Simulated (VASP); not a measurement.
A run of VASP 6.6.1 is set up as follows.

Contents of INCAR:

```
SYSTEM = AlN
ALGO = Normal
EDIFF = 1E-8
ENCUT = 520
GGA = PE
ISIF = 2
ISMEAR = -1
LASPH = .TRUE.
LCHARG = .FALSE.
LEFG = .TRUE.
LREAL = .FALSE.
LWAVE = .FALSE.
NBANDS = 11
NELM = 100
PREC = Accurate
SIGMA = 0.02
```

The input KPOINTS:

```
k-points
0
G
  10 10 10
  0 0 0
```

POSCAR

```
AlN
1.0
    0.0000000000      1.9780000000      1.9780000000
    1.9780000000      0.0000000000      1.9780000000
    1.9780000000      1.9780000000      0.0000000000
Al N
1 1
Direct
    0.0000000000      0.0000000000      0.0000000000
    0.5000000000      0.5000000000      0.5000000000
```

Potentials or basis: VASP PAW PBE potentials, release 64 (Al, N).

Launch:

```sh
$ cat potpaw_PBE.64/Al/POTCAR potpaw_PBE.64/N/POTCAR > POTCAR
$ mpirun -np 1 vasp_std > vasp.out
```

Problem. What does it give for the pressure?

Solution. 25.2 GPa.

Problem. Estimate the band gap on the k mesh.

Solution. 5.19 eV, indirect (least direct gap 6.66 eV).

Caveat: without QUAD_EFG the Cq values of the log hold for a quadrupole moment of 1 mb, not for the nuclei. A k mesh can miss the band edges.
